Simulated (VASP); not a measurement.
Runs of VASP 6.6.1 on CaO (Lime). The structure is that of space group Fm-3m (No. 225), or close to it. The cells are those of the table. 

```tsv
task	level	cell	cutoff (eV)	gap on the mesh (eV)	pressure (GPa)	relaxed volume (Å³/atom)
single point	RPBE	a = 3.457 Å, angles 60.0°, 2 atoms	520	3.75	0.5	-
relaxation of cell and atoms	RPBE	relaxed from a = 3.403 Å, angles 60.0°, 2 atoms	600	3.75	0.0	14.67
relaxation of cell and atoms	PBEsol	relaxed from a = 3.403 Å, angles 60.0°, 2 atoms	600	3.53	0.0	(b)
single point	PBEsol	a = 3.371 Å, angles 60.0°, 2 atoms	520	3.52	(a)	-
```

Alike in all rows: potentials or basis VASP PAW PBE potentials, release 64 (Ca_sv, O); no spin polarisation; k mesh 6 × 6 × 6; smearing fermi-dirac 0.01 eV.

Task: Estimate the missing entries.

Result: (a) 0.6; (b) 13.61.

Caveats: the PAW data sets were made with another functional, which shifts forces and pressure a little.

A k mesh can miss the band edges.
